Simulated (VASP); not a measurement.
The system is I.

```xyz
1
Lattice="0.0000 2.3173 3.8300 2.1475 0.0000 3.8300 2.1475 2.3173 0.0000" Properties=species:S:1:pos:R:3 pbc="T T T"
I     0.0000    0.0000    0.0000
```

Base run:

```yaml
Program: VASP 6.6.1
Functional: PBEsol
Potentials_or_basis: VASP PAW PBE potentials, release 64 (I)
Cutoff: 520 eV
k_mesh: 9 × 9 × 9
Occupations: fermi-dirac, width 0.05 eV
Spin: no spin polarisation
```

Its results: pressure 0.3 GPa.

The run is repeated on the same cell with these changes: functional from PBEsol to PBE; dispersion from none to D3(BJ). What comes out?

Pressure 0.8 GPa.

Several settings changed at once, so the effect can't be laid on one alone.

Caveats: an odd number of electrons without spin polarisation forces a metal; a magnetic or distorted state may lie lower; the PAW data sets were made with another functional, which shifts forces and pressure a little (some runs); pairwise dispersion overbinds metals, which lowers pressure and volume (some runs).
